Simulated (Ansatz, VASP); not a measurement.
# Cu3Sn2 in VASP and in Ansatz

```xyz
10
Lattice="3.7256 0.0000 0.0000 -1.8628 3.2265 0.0000 0.0000 0.0000 16.3494" Properties=species:S:1:pos:R:3 pbc="T T T"
Cu    0.0000    2.1510   10.9722
Cu    0.0000    2.1510    5.3772
Cu    1.8628    1.0755   12.2295
Cu    1.8628    1.0755    4.1199
Cu    1.8628    1.0755    6.6370
Cu    1.8628    1.0755    9.7124
Sn    0.0000    2.1510   13.8350
Sn    0.0000    2.1510    2.5143
Sn    0.0000    2.1510    8.1747
Sn    1.8628    1.0755    0.0000
```

Alike in both runs: functional PBE; k mesh 12 × 12 × 2; occupations gaussian, width 0.1 eV; no spin polarisation.

Ansatz relaxed the structure, and its values are those at the end. VASP's run is a single point on that final structure, the one shown.

```csv
,VASP,Ansatz
version,VASP 6.6.1,Ansatz 0.2.0
potentials or method,"VASP PAW PBE potentials, release 64 (Cu, Sn_d), cutoff 520 eV","scalar-relativistic, plane waves, PAW"
valence electrons in the cell,122,170
```

|  | VASP | Ansatz | Ansatz less VASP |
| --- | --- | --- | --- |
| gap on the k mesh at the Fermi level (eV) | none | none | - |
| pressure (GPa) | 0.2 | 0.0 | -0.18 |
| rms of the force components (eV/Å) | 0.008 | 0.000 | -0.0076 |

A gap of «none» marks a metal or a gap that the smearing closes. VASP's potentials hold 122 valence electrons a cell and Ansatz's 170, so a difference there can come from the potentials and not from the codes.
